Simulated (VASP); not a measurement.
Write the native input for VASP 6.6.1 that does the following.

| Quantity | Value |
| --- | --- |
| Task | single point |
| Functional | PBE |
| Potentials or basis | VASP PAW PBE potentials, release 64 (Ba_sv) |
| Cutoff | 520 eV |
| k mesh | 14 × 14 × 14 |
| Occupations | gaussian, width 0.15 eV |
| Spin | no spin polarisation |
| Dipole correction | no |
| Further INCAR settings | ALGO = Fast; EDIFF = 1e-07; NBANDS = 11 |

The structure of Ba lies in POSCAR:

```
Ba
1.0
   -2.5250000000      2.5250000000      2.5000000000
    2.5250000000     -2.5250000000      2.5000000000
    2.4750000000      2.4750000000     -2.5000000000
Ba
1
Direct
    0.0000000000      0.0000000000      0.0000000000
```

This cell differs from its parent crystal: strain -0.0200 x Voigt [0, 0, 0, 0, 0, 1].

These files were run (other wordings do the same):

INCAR

```
SYSTEM = Ba
PREC     = Accurate       ! precision mode
ENCUT    = 520            ! plane-wave cutoff, eV
EDIFF    = 1E-7           ! SCF threshold, eV
ISMEAR   = 0              ! smearing method
SIGMA    = 0.15           ! smearing width, eV
LREAL    = .FALSE.        ! projectors in reciprocal space
LASPH    = .TRUE.         ! aspherical terms in the spheres
NELM     = 60             ! most SCF steps
ALGO     = Fast           ! electronic algorithm
ISIF     = 2              ! what is computed and relaxed
LWAVE    = .FALSE.        ! write WAVECAR
LCHARG   = .FALSE.        ! write CHGCAR
GGA      = PE             ! functional
NBANDS   = 11             ! bands
```

KPOINTS

```
Automatic mesh
0
G
  14 14 14
  0 0 0
```

Potentials or basis: VASP PAW PBE potentials, release 64 (Ba_sv).

Command:

```console
$ cat potpaw_PBE.64/Ba_sv/POTCAR > POTCAR
$ mpirun -np 1 vasp_std > vasp.out
```

Results of the run:

```json
{
 "Pressure": "0.2 GPa",
 "Band gap on the k mesh": "zero (bands 5 and 6 overlap by 0.98 eV)"
}
```

Caveat: the cell differs from its parent crystal (strain -0.0200 x Voigt [0, 0, 0, 0, 0, 1]); spin-orbit coupling is left out, which moves the levels of the heavy elements.

Run time: 4.5 min on 1 thread of Oxide Virtual Turin-like Processor, on a shared host, peak memory 0.37 GiB.
